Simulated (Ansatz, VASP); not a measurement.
# Two plane-wave programs on KF

```xyz
2
Lattice="0.0000 3.0560 2.6672 3.0560 0.0000 2.6672 3.0560 3.0560 0.0000" Properties=species:S:1:pos:R:3 pbc="T T T"
K     0.0000    0.0000    0.0000
F     1.5280    1.5280    1.3336
```

Change from the starting cell: epitaxial_xy strain +4.1%.

Alike in both runs: task single point; functional r2SCAN; k mesh 8 × 8 × 8; no spin polarisation.

|  | VASP | Ansatz |
| --- | --- | --- |
| version | VASP 6.6.1 | Ansatz 0.2.0 |
| potentials or method | VASP PAW PBE potentials, release 64 (K_sv, F) | plane waves, PAW |
| plane-wave cutoff (eV) | 520 | 500 |
| occupations | gaussian, width 0.01 eV | fixed |
| valence electrons in the cell | 16 | 16 |

|  | VASP | Ansatz | Ansatz less VASP |
| --- | --- | --- | --- |
| gap on the k mesh at the Fermi level (eV) | 5.76 | 5.77 | +0.005 |
| pressure (GPa) | 0.1 | 0.1 | +0.01 |
| traceless stress, the component that is largest in VASP (GPa) | -0.13 | -0.10 | +0.028 |

VASP's potentials were made for PBE, not for r2SCAN.
